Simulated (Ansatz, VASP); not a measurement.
## Os: VASP beside Ansatz

```
Os
1.0
     1.38857   -4.03680    0.02672
     1.38857    4.03680    0.02672
    -0.05359    0.00000    2.74578
Os
2
Direct
  0.85487 0.14513 0.25000
  0.14513 0.85487 0.75000
```

Alike in both runs: functional PBE; k mesh 8 × 8 × 6; occupations gaussian, width 0.1 eV; no spin polarisation.

Ansatz relaxed the structure, and its values are those at the end. VASP's run is a single point on that final structure, the one shown.

```csv
,VASP,Ansatz
version,VASP 6.6.1,Ansatz 0.2.0
potentials or method,"VASP PAW PBE potentials, release 64 (Os), cutoff 520 eV","scalar-relativistic, plane waves, PAW"
valence electrons in the cell,16,32
```

VASP gave:

| Quantity | Value |
| --- | --- |
| gap on the k mesh at the Fermi level (eV) | none |
| pressure (GPa) | 0.1 |

Question: What did Ansatz give for the same quantities?

Answer: gap on the k mesh at the Fermi level (eV): none; pressure (GPa): 0.2.

A gap of «none» marks a metal or a gap that the smearing closes. VASP's potentials hold 16 valence electrons a cell and Ansatz's 32, so a difference there can come from the potentials and not from the codes.

The k mesh is coarse, so the values compare programs but aren't converged. Neither program's run includes spin-orbit coupling.
